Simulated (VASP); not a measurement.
Here is a VASP 6.6.1 calculation.

The input INCAR:

```
SYSTEM = SnSe2
  PREC = Accurate
  ENCUT = 600
  EDIFF = 1E-6
  ISMEAR = 0
  SIGMA = 0.02
  LREAL = .FALSE.
  LASPH = .TRUE.
  NELM = 100
  ALGO = Normal
  ISIF = 3
  LWAVE = .FALSE.
  LCHARG = .FALSE.
  IBRION = 2
  NSW = 70
  EDIFFG = -0.005
```

File KPOINTS:

```
Automatic mesh
0
G
  12 12 6
  0 0 0
```

File POSCAR:

```
SnSe2
1.0
    3.8380776335      0.0000000000      0.0000000000
   -1.9190388167      3.3238727323      0.0000000000
    0.0000000000      0.0000000000      6.0146785272
Sn Se
1 2
Direct
    0.0000000000      0.0000000000      0.0000000000
    0.3333333333      0.6666666667      0.2650914469
    0.6666666667      0.3333333333      0.7349085531
```

Potentials or basis: VASP PAW LDA potentials, release 64 (Sn_d, Se).

Run with:

```console
$ cat potpaw_LDA.64/Sn_d/POTCAR potpaw_LDA.64/Se/POTCAR > POTCAR
$ mpirun -np 1 vasp_std > vasp.out
```

(1) Predict the relaxed cell.

(2) Predict the relaxed volume.

(3) What does it give for the space group after relaxing (to 0.05 Å)?

Answers

(1) a = 3.804 Å, b = 3.804 Å, c = 5.895 Å, α = 90.00°, β = 90.00°, γ = 120.00°.

(2) 24.63 Å³/atom.

(3) P-3m1 (No. 164).
